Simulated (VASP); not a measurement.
A run of VASP 6.6.1:

INCAR

```
SYSTEM = CuO
PREC = Accurate
ENCUT = 520
EDIFF = 1E-7
ISMEAR = 0
SIGMA = 0.1
LREAL = .FALSE.
LASPH = .TRUE.
NELM = 100
ALGO = Normal
ISIF = 2
LWAVE = .FALSE.
LCHARG = .FALSE.
GGA = PE
NBANDS = 25
```

The input KPOINTS:

```
Automatic mesh
0
G
  14 14 8
  0 0 0
```

Contents of POSCAR:

```
CuO
1.0
    1.9555167876     -1.9618142925      0.0000000000
    1.9555167876      1.9618142925      0.0000000000
    0.0000000000      0.0000000000      5.1369737547
Cu O
2 2
Direct
    0.0000000000      0.5000000000      0.0000000000
    0.5000000000      0.0000000000      0.5000000000
    0.5000000000      0.5000000000      0.2500000000
    0.5000000000      0.5000000000      0.7500000000
```

Potentials or basis: VASP PAW PBE potentials, release 64 (Cu, O).

Launch:

```console
$ cat potpaw_PBE.64/Cu/POTCAR potpaw_PBE.64/O/POTCAR > POTCAR
$ mpirun -np 1 vasp_std > vasp.out
```

Hardware: 1 thread of Intel(R) Xeon(R) Platinum 8559C (Emerald Rapids), on a shared host.

**Question.** How long does it take, and how much memory?

**Answer.** Run time: 2.3 min on 1 thread of Intel(R) Xeon(R) Platinum 8559C (Emerald Rapids), with other jobs on the host, peak memory 0.33 GiB. Counts: scf iterations 16, k points 285.
